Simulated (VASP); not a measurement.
Wanted: the native input for a VASP 6.6.1 run.

```
Task                   : electric field gradients
Functional             : PBEsol
Potentials or basis    : VASP PAW PBE potentials, release 64 (Sc_sv)
Cutoff                 : 520 eV
k mesh                 : 12 × 12 × 12
Occupations            : fermi-dirac, width 0.03 eV
Spin                   : no spin polarisation
Dipole correction      : no
Further INCAR settings : ALGO = Normal; EDIFF = 1e-08; NBANDS = 12
```

The structure of Sc lies in POSCAR:

```
Sc
1.0
    0.0000000000      2.2552612858      2.2552612858
    2.2552612858      0.0000000000      2.2552612858
    2.2552612858      2.2552612858      0.0000000000
Sc
1
Direct
    0.0000000000      0.0000000000      0.0000000000
```

This cell differs from its parent crystal: volume scaled by 0.98.

These files were run (other wordings do the same):

INCAR

```
PREC = Accurate
ENCUT = 520
EDIFF = 1E-8
ISMEAR = -1
SIGMA = 0.03
LREAL = F
LASPH = T
NELM = 80
ALGO = Normal
ISIF = 2
LWAVE = F
LCHARG = F
GGA = PS
LEFG = T
NBANDS = 12
```

KPOINTS

```
regular mesh
0
Gamma
  12 12 12
```

Potentials or basis: VASP PAW PBE potentials, release 64 (Sc_sv).

Launch:

```bash
$ cat potpaw_PBE.64/Sc_sv/POTCAR > POTCAR
$ mpirun -np 1 vasp_std > vasp.out
```

It gave:

The pressure is 1.6 GPa.

Caveat: without QUAD_EFG the Cq values of the log hold for a quadrupole moment of 1 mb, not for the nuclei; the PAW data sets were made with another functional, which shifts forces and pressure a little.

Run time: 7.7 s on 1 thread of Intel(R) Xeon(R) Platinum 8375C CPU @ 2.90GHz (Ice Lake) (shared host), peak memory 0.14 GiB.
